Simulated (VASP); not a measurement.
BiPt, 4 atoms in the cell. It takes space group P6_3/mmc (No. 194, hexagonal). Conventional cell: a = 4.301 Å, b = 4.301 Å, c = 5.472 Å, α = 90.00°, β = 90.00°, γ = 120.00°. Bi (site symmetry -6m2) has 6 Pt at 2.83 Å and 6 Bi at 3.69 Å within 3.7 Å. Pt (site symmetry -3m) has 2 Pt at 2.74 Å and 6 Bi at 2.83 Å within 3.6 Å. 

```yaml
Program: VASP 6.6.1
Task: electric field gradients
Functional: LDA
Potentials_or_basis: VASP PAW LDA potentials, release 64 (Bi_d, Pt)
Cutoff: 520 eV
k_mesh: 9 × 9 × 6
Occupations: fermi-dirac, width 0.05 eV
Spin: no spin polarisation
Dipole_correction: no
Further_INCAR_settings: ALGO = Normal; EDIFF = 1e-08; NBANDS = 33
```

Potentials or basis: VASP PAW LDA potentials, release 64 (Bi_d, Pt).

Launch:

```bash
$ cat potpaw_LDA.64/Bi_d/POTCAR potpaw_LDA.64/Pt/POTCAR > POTCAR
$ mpirun -np 1 vasp_std > vasp.out
```

Hardware: 1 thread of Intel(R) Xeon(R) Platinum 8488C (Sapphire Rapids), on a shared host.

Task: How long does it take, and how much memory?

Result: Run time: 2.2 min on 1 thread of Intel(R) Xeon(R) Platinum 8488C (Sapphire Rapids), on a shared host, peak memory 0.24 GiB. Counts: scf iterations 14, k points 48.
